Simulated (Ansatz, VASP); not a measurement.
Al2As: VASP beside Ansatz

POSCAR

```
Al2As
1.0
    3.9511325383      0.0000000000      0.0000000000
    0.0000000000      3.9511325383      0.0000000000
    0.0000000000      0.0000000000      6.0286443614
Al As
4 2
Direct
    0.0000000000      0.0000000000      0.0000000000
    0.5000000000      0.5000000000      0.0000000000
    0.0000000000      0.5000000000      0.2700000000
    0.5000000000      0.0000000000      0.7300000000
    0.0000000000      0.5000000000      0.7000000000
    0.5000000000      0.0000000000      0.3000000000
```

Contents of INCAR.step1:

```
SYSTEM = Al2As
ALGO = Normal ; EDIFF = 1E-4
ENCUT = 600 ; GGA = PE
ISMEAR = 0 ; LASPH = .True.
LCHARG = .False. ; LREAL = .False.
LWAVE = .True. ; NELM = 60
PREC = Accurate ; SIGMA = 0.1
```

File INCAR.step2:

```
SYSTEM = Al2As
ALGO = Normal ; EDIFF = 1E-7
EDIFFG = -0.04 ; ENCUT = 600
IBRION = 2 ; ISIF = 3
ISMEAR = 0 ; ISTART = 1
LASPH = .True. ; LCHARG = .False.
LMIXTAU = .True. ; LREAL = .False.
LWAVE = .False. ; METAGGA = R2SCAN
NELM = 60 ; NSW = 90
PREC = Accurate ; SIGMA = 0.1
```

Contents of KPOINTS:

```
k-points
0
Gamma
  4 4 4
  0 0 0
```

Input for Ansatz:

```yaml
crystal:
  lattice:
    - [3.9511325383, 0.0, 0.0]
    - [0.0, 3.9511325383, 0.0]
    - [0.0, 0.0, 6.0286443614]
  atoms:
    - { symbol: Al, position: [0.0, 0.0, 0.0] }
    - { symbol: Al, position: [0.5, 0.5, 0.0] }
    - { symbol: Al, position: [0.0, 0.5, 0.27] }
    - { symbol: Al, position: [0.5, 0.0, 0.73] }
    - { symbol: As, position: [0.0, 0.5, 0.7] }
    - { symbol: As, position: [0.5, 0.0, 0.3] }
basis:
  ecutwfc: 500
kpoints:
  mp_grid: { grid: [4, 4, 4] }
hamiltonian:
  xc: r2scan
scf:
  occupations: { method: gaussian, width: 0.1 }
  lower_state_search: "off"
output:
  forces: true
  stress: true
  eigenvalues: true
relax:
  adjacent_minimum: "off"
  f_tol: 0.04
  max_steps: 70
  cell: { stress_tol: 0.4 }
```

Alike in both runs: task relaxation of cell and atoms; functional r2SCAN; k mesh 4 × 4 × 4; occupations gaussian, width 0.1 eV; no spin polarisation.

```csv
,VASP,Ansatz
version,VASP 6.6.1,Ansatz 0.2.0
potentials or method,"VASP PAW PBE potentials, release 64 (Al, As), cutoff 600 eV","scalar-relativistic, plane waves, PAW"
valence electrons in the cell,22,42
```

Ansatz gave:

| Property | Result |
| --- | --- |
| gap on the k mesh at the Fermi level, each at its own relaxed structure (eV) | none |
| relaxed volume (Å³/atom) | 17.58 |
| relaxed length of the cell vector where the two differ most in proportion (Å) | 3.793 |

Q: Which values does VASP return?

A: gap on the k mesh at the Fermi level, each at its own relaxed structure (eV): none; relaxed volume (Å³/atom): 17.55; relaxed length of the cell vector where the two differ most in proportion (Å): 3.789.

VASP's potentials were made for PBE, not for r2SCAN. A gap of «none» marks a metal or a gap that the smearing closes. VASP's potentials hold 22 valence electrons a cell and Ansatz's 42, so a difference there can come from the potentials and not from the codes.

The k mesh is coarse, so the values compare programs but aren't converged.
